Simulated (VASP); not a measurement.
Wanted: the native input for a VASP 6.6.1 run.

```yaml
Task: single point
Functional: PBE
Potentials_or_basis: VASP PAW PBE potentials, release 64 (Mg, S)
Cutoff: 520 eV
k_mesh: 6 × 6 × 6
Occupations: gaussian, width 0.01 eV
Spin: no spin polarisation
Dipole_correction: no
Further_INCAR_settings: ALGO = Normal; EDIFF = 1e-06; NBANDS = 11
```

The structure of MgS (Niningerite) lies in POSCAR:

```
MgS
1.0
    0.0000000000      2.6015177399      2.7433004567
    2.6015177399      0.0000000000      2.7433004567
    2.6015177399      2.6015177399      0.0000000000
Mg S
1 1
Direct
    0.0000000000      0.0000000000      0.0000000000
    0.5000000000      0.5000000000      0.5000000000
```

This cell differs from its parent crystal: uniaxial z strain +5.5%.

These files were run (other wordings do the same):

INCAR

```
SYSTEM = MgS
ALGO     = Normal         ! electronic algorithm
EDIFF    = 1E-6           ! SCF threshold, eV
ENCUT    = 520            ! plane-wave cutoff, eV
GGA      = PE             ! functional
ISIF     = 2              ! what is computed and relaxed
ISMEAR   = 0              ! smearing method
LASPH    = .True.         ! aspherical terms in the spheres
LCHARG   = .False.        ! write CHGCAR
LREAL    = .False.        ! projectors in reciprocal space
LWAVE    = .False.        ! write WAVECAR
NBANDS   = 11             ! bands
NELM     = 100            ! most SCF steps
PREC     = Accurate       ! precision mode
SIGMA    = 0.01           ! smearing width, eV
```

KPOINTS

```
k-points
0
Gamma
  6 6 6
  0 0 0
```

Potentials or basis: VASP PAW PBE potentials, release 64 (Mg, S).

Launch:

```console
$ cat potpaw_PBE.64/Mg/POTCAR potpaw_PBE.64/S/POTCAR > POTCAR
$ mpirun -np 1 vasp_std > vasp.out
```

Results of the run:

- Pressure: -2.5 GPa
- Band gap on the k mesh: 2.46 eV, indirect (least direct gap 3.18 eV)

Caveat: the cell differs from its parent crystal (uniaxial z strain +5.5%).

Wall time 6.5 s on 1 thread of Intel(R) Xeon(R) 6975P-C (Granite Rapids), on a shared host, peak memory 0.15 GiB.
